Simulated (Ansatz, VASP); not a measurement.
SnSe4 in VASP and in Ansatz

```
Se Sn
1.0
     3.81892    0.00000    0.00000
    -1.90946    3.30728    0.00000
     0.00000    0.00000   24.11915
Se Sn
4 1
Direct
  0.33333 0.66667 0.31096
  0.66667 0.33333 0.43424
  0.33333 0.66667 0.56576
  0.66667 0.33333 0.68904
  0.00000 0.00000 0.50000
```

Alike in both runs: task relaxation of the atoms; functional PBEsol; k mesh 9 × 9 × 1; occupations gaussian, width 0.05 eV; no spin polarisation.

|  | VASP | Ansatz |
| --- | --- | --- |
| version | VASP 6.6.1 | Ansatz 0.2.0 |
| potentials or method | VASP PAW PBE potentials, release 64 (Se, Sn_d), cutoff 520 eV | scalar-relativistic, plane waves, PAW |
| valence electrons in the cell | 38 | 78 |

Ansatz gave:

```
gap on the k mesh at the Fermi level, each at its own relaxed structure (eV) : 0.02
```

**Question.** Estimate VASP's values.

**Answer.** gap on the k mesh at the Fermi level, each at its own relaxed structure (eV): 0.03.

VASP's potentials were made for PBE, not for PBEsol. VASP's potentials hold 38 valence electrons a cell and Ansatz's 78, so a difference there can come from the potentials and not from the codes.
